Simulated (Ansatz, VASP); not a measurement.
Two plane-wave programs on MgI2

```xyz
6
Lattice="4.1311 0.0000 0.0000 -2.0656 3.5776 0.0000 0.0000 0.0000 24.2265" Properties=species:S:1:pos:R:3 pbc="T T T"
I     0.0000    2.3851    4.5000
I     2.0656    1.1925    7.8633
I     0.2295    4.3727   11.6933
I    -1.8360    5.5652   15.0565
Mg    0.0000    0.0000    6.1816
Mg    0.2295    6.7578   13.3749
```

Alike in both runs: task single point; functional PBE; dispersion D3(BJ); k mesh 9 × 9 × 1; occupations gaussian, width 0.05 eV; no spin polarisation.

|  | VASP | Ansatz |
| --- | --- | --- |
| version | VASP 6.6.1 | Ansatz 0.2.0 |
| potentials or method | VASP PAW PBE potentials, release 64 (I, Mg), cutoff 520 eV | scalar-relativistic, plane waves, PAW |
| valence electrons in the cell | 32 | 88 |

Ansatz gave:

* gap on the k mesh at the Fermi level (eV): 3.53
* least direct gap on the mesh (eV): 3.94
* rms of the force components (eV/Å): 0.044

Q: Estimate VASP's values.

A: gap on the k mesh at the Fermi level (eV): 3.52; least direct gap on the mesh (eV): 3.92; rms of the force components (eV/Å): 0.048.

VASP's potentials hold 32 valence electrons a cell and Ansatz's 88, so a difference there can come from the potentials and not from the codes.

Spin-orbit coupling is off throughout.
